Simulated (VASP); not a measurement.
CaB15N16 (a cell with a defect): electric field gradients with HSE06

The system is CaB15N16 (a cell with a defect).

```
B Ca N
1.0
    -3.62411    3.62411   -3.62411
     3.62411    3.62411    3.62411
     3.62411   -3.62411   -3.62411
B Ca N
15 1 16
Direct
  0.99067 0.98793 0.99368
  0.99774 0.24552 0.76062
  0.99770 0.51093 0.49523
  0.99066 0.74399 0.23763
  0.25056 0.99586 0.76124
  0.25057 0.51156 0.24551
  0.25057 0.74694 0.99662
  0.51048 0.00389 0.49752
  0.51047 0.24782 0.25357
  0.50339 0.49835 0.01346
  0.50343 0.76383 0.74810
  0.74293 0.98743 0.23713
  0.75058 0.25065 0.00034
  0.75823 0.49506 0.74477
  0.75056 0.75064 0.50034
  0.25065 0.27776 0.52731
  0.95160 0.95006 0.19977
  0.99591 0.24997 0.00655
  0.01136 0.50119 0.75088
  0.99590 0.75685 0.49965
  0.25057 0.99275 0.00687
  0.25056 0.24276 0.82206
  0.25056 0.57254 0.49246
  0.25056 0.75720 0.24245
  0.50524 0.01154 0.75432
  0.54959 0.24902 0.49872
  0.50523 0.50462 0.26122
  0.48977 0.74040 0.99009
  0.75559 0.99502 0.49899
  0.75561 0.24930 0.24472
  0.74554 0.49000 0.99396
  0.74553 0.74427 0.73970
```

```json
{"Program": "VASP 6.6.1", "Task": "electric field gradients", "Functional": "HSE06", "Potentials or basis": "VASP PAW PBE potentials, release 64 (B, Ca_sv, N)", "Cutoff": "520 eV", "k mesh": "1 × 1 × 1, shifted", "Occupations": "fermi-dirac, width 0.01 eV", "Spin": "collinear spin", "Fixed moment": "1 μB", "Dipole correction": "no", "Grid for exact exchange (PRECFOCK)": "Fast", "Further INCAR settings": "LREAL = Auto; ALGO = Normal; EDIFF = 1e-08; NBANDS = 94; ISYM = -1", "Share of exact exchange": "0.25", "Screening parameter": "0.2079 1/Å"}
```

```
Pressure                                              : 22.2 GPa
Largest force                                         : 0.138 eV/Å
Net moment                                            : 1.00 μB per cell
Site moments                                          : B -0.00, -0.01, +0.01 (each value once); Ca +0.09; N +0.00, +0.03, +0.01, +0.04, +0.27, +0.28, +0.05 (each value once) μB
Largest electric field gradient by atom               : B -8.2, +3.9, +4.2, +4.1, -3.9, -8.0, -2.8 (each value once); Ca +31.5; N -71.5, -12.4, -19.2, -7.9, -17.9, -17.0, -7.8, -71.6, -16.2 (each value once) V/Å²
Valence electrons inside the program's atomic spheres : B 2.06, 2.10, 2.17, 2.04, 2.16 (each value once); Ca 8.91; N 4.14, 3.99, 3.98, 4.07 (each value once)
```

Forces in eV/Å, atoms in the order of the input:
```
B   -0.030 -0.038  0.018
B    0.089 -0.100  0.003
B    0.092 -0.008  0.102
B   -0.031 -0.018  0.040
B    0.027 -0.065 -0.066
B    0.019  0.068  0.068
B    0.055  0.000 -0.001
B   -0.031  0.039 -0.018
B   -0.032  0.018 -0.037
B    0.088  0.003 -0.099
B    0.091  0.102 -0.009
B   -0.040 -0.038  0.038
B    0.001 -0.001  0.000
B   -0.038  0.037 -0.038
B    0.002 -0.003  0.001
Ca   0.087 -0.003  0.000
N   -0.058 -0.060  0.061
N   -0.023  0.037  0.015
N   -0.020  0.008 -0.007
N   -0.027 -0.013 -0.041
N   -0.051  0.038  0.037
N   -0.003 -0.033 -0.035
N    0.001  0.039  0.038
N   -0.049 -0.040 -0.041
N   -0.028 -0.041 -0.014
N   -0.057  0.060 -0.060
N   -0.024  0.014  0.038
N   -0.019 -0.006  0.007
N    0.002 -0.004 -0.009
N    0.002  0.009  0.003
N    0.002 -0.008 -0.005
N    0.002  0.005  0.010
```

Stress tensor (GPa, compression positive):
```
21.05 -0.02  0.04
-0.02 22.74  5.51
 0.04  5.51 22.74
```

Electric field gradients, principal values (V/Å²):
| atom | least | middle | greatest (by size) |
| --- | --- | --- | --- |
| 1 B | 1.058 | 7.124 | -8.181 |
| 2 B | -0.349 | -3.583 | 3.932 |
| 3 B | -0.283 | -3.604 | 3.887 |
| 4 B | 1.060 | 7.128 | -8.188 |
| 5 B | -0.413 | -3.774 | 4.188 |
| 6 B | -0.409 | -3.731 | 4.140 |
| 7 B | 1.135 | 2.757 | -3.892 |
| 8 B | 1.053 | 7.135 | -8.188 |
| 9 B | 1.055 | 7.129 | -8.184 |
| 10 B | -0.344 | -3.589 | 3.932 |
| 11 B | -0.280 | -3.610 | 3.890 |
| 12 B | 1.514 | 6.448 | -7.962 |
| 13 B | 0.790 | 2.007 | -2.797 |
| 14 B | 1.500 | 6.458 | -7.958 |
| 15 B | 0.789 | 2.006 | -2.795 |
| 16 Ca | -0.628 | -30.879 | 31.507 |
| 17 N | 35.467 | 36.072 | -71.539 |
| 18 N | 4.253 | 8.186 | -12.439 |
| 19 N | 3.475 | 15.710 | -19.185 |
| 20 N | 4.285 | 8.092 | -12.377 |
| 21 N | 3.285 | 4.590 | -7.875 |
| 22 N | 6.171 | 11.703 | -17.874 |
| 23 N | 5.773 | 11.253 | -17.026 |
| 24 N | 3.333 | 4.512 | -7.845 |
| 25 N | 4.287 | 8.099 | -12.386 |
| 26 N | 35.475 | 36.093 | -71.568 |
| 27 N | 4.253 | 8.195 | -12.447 |
| 28 N | 3.462 | 15.717 | -19.180 |
| 29 N | 2.309 | 13.885 | -16.193 |
| 30 N | 2.310 | 13.913 | -16.223 |
| 31 N | 2.306 | 13.894 | -16.199 |
| 32 N | 2.304 | 13.922 | -16.226 |

It took 5.4 min on 1 thread of Intel(R) Xeon(R) 6975P-C (Granite Rapids) (shared host), peak memory 0.56 GiB.

Caveat: without QUAD_EFG the Cq values of the log hold for a quadrupole moment of 1 mb, not for the nuclei; the PAW data sets were made with another functional, which shifts forces and pressure a little; the total moment is fixed, so each spin has its own Fermi level and the state may be an excited one.
